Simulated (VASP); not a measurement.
A run of VASP 6.6.1 is set up as follows.

File INCAR:

```
SYSTEM = YbH3
PREC = Accurate
ENCUT = 600
EDIFF = 1E-7
ISMEAR = 1
SIGMA = 0.01
LREAL = .False.
LASPH = .True.
NELM = 200
ALGO = Normal
ISIF = 3
LWAVE = .False.
LCHARG = .False.
GGA = RP
IBRION = 2
NSW = 80
EDIFFG = -0.001
GGA_COMPAT = .False.
NELMIN = 4
LMAXMIX = 6
```

KPOINTS

```
Automatic mesh
0
Gamma
  10 10 10
  0 0 0
```

File POSCAR:

```
YbH3
1.0
    0.0000000000      2.6049710000      2.6049710000
    2.6049710000      0.0000000000      2.6049710000
    2.6049710000      2.6049710000      0.0000000000
Yb H
1 3
Direct
    0.0000000000      0.0000000000      0.0000000000
    0.7500000000      0.7500000000      0.7500000000
    0.2500000000      0.2500000000      0.2500000000
    0.5000000000      0.5000000000      0.5000000000
```

Potentials or basis: VASP PAW PBE potentials, release 64 (Yb, H).

Run with:

```console
$ cat potpaw_PBE.64/Yb/POTCAR potpaw_PBE.64/H/POTCAR > POTCAR
$ mpirun -np 1 vasp_std > vasp.out
```

Question: Predict the relaxed cell.

Answer: a = 3.636 Å, b = 3.636 Å, c = 3.636 Å, α = 60.00°, β = 60.00°, γ = 60.00°.

Question: Predict the relaxed volume.

Answer: 8.50 Å³/atom.

Question: What does it give for the band gap on the k mesh?

Answer: Zero (an odd number of electrons rules out a gap without spin polarisation).

Question: What does it give for the space group after relaxing (to 0.1 Å)?

Answer: Fm-3m (No. 225).

Final structure:
```
CELL_PARAMETERS angstrom
0.00000 2.57114 2.57114
2.57114 0.00000 2.57114
2.57114 2.57114 0.00000
ATOMIC_POSITIONS crystal
Yb 0.00000 0.00000 0.00000
H 0.75000 0.75000 0.75000
H 0.25000 0.25000 0.25000
H 0.50000 0.50000 0.50000
```

Caveat: the PAW data sets were made with another functional, which shifts forces and pressure a little; spin-orbit coupling is left out, which moves the levels of the heavy elements; an odd number of electrons without spin polarisation forces a metal; a magnetic or distorted state may lie lower. Spin polarisation is off, so any magnetic state and its effect on volume and gap are missing.
